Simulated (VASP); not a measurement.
Wanted: the native input for a VASP 6.6.1 run.

```yaml
Task: single point
Functional: revPBE
Dispersion: D3(BJ)
Potentials_or_basis: VASP PAW PBE potentials, release 64 (Co_sv)
Cutoff: 690 eV
k_mesh: 12 × 12 × 4
Occupations: fermi-dirac, width 0.05 eV
Spin: collinear spin, ferromagnetic start
Starting_moments: "[2.0, 2.0, 2.0, 2.0] μB"
Dipole_correction: no
Further_INCAR_settings: ALGO = Normal; EDIFF = 1e-06; NBANDS = 46
```

The structure of Co lies in POSCAR:

```
Co
1.0
    2.4869235940      0.0000000000      0.0000000000
   -1.2434617971      2.1537390097      0.0000000000
    0.0000000000      0.0000000000      8.1417998233
Co
4
Direct
    0.6666666667      0.3333333333      0.7500000000
    0.0000000000      0.0000000000      0.5000000000
    0.3333333333      0.6666666667      0.2500000000
    0.0000000000      0.0000000000      0.0000000000
```

One way to write it, as run:

INCAR

```
SYSTEM = Co
PREC = Accurate ; ENCUT = 690
EDIFF = 1E-6 ; ISMEAR = -1
SIGMA = 0.05 ; LREAL = .False.
LASPH = .True. ; NELM = 200
ALGO = Normal ; ISIF = 2
LWAVE = .False. ; LCHARG = .False.
ISPIN = 2 ; MAGMOM = 2 2 2 2
LORBIT = 11 ; LMAXMIX = 4
GGA = RE ; IVDW = 12
NBANDS = 46 ; GGA_COMPAT = .False.
```

KPOINTS

```
regular mesh
0
Gamma
  12 12 4
  0 0 0
```

Potentials or basis: VASP PAW PBE potentials, release 64 (Co_sv).

Command:

```bash
$ cat potpaw_PBE.64/Co_sv/POTCAR > POTCAR
$ mpirun -np 1 vasp_std > vasp.out
```

Results of the run:

The pressure is -9.0 GPa. The net moment is 6.71 μB per cell and the site moments are Co +1.76, +1.74 (each value once) μB. The valence electrons inside the program's atomic spheres are Co 15.05. The dispersion energy per atom is -0.797 eV.

Caveat: the cell stands under tension; the PAW data sets were made with another functional, which shifts forces and pressure a little.

Run time: 6.4 min on 1 thread of Intel(R) Xeon(R) Platinum 8488C (Sapphire Rapids), on a shared host, peak memory 0.37 GiB.
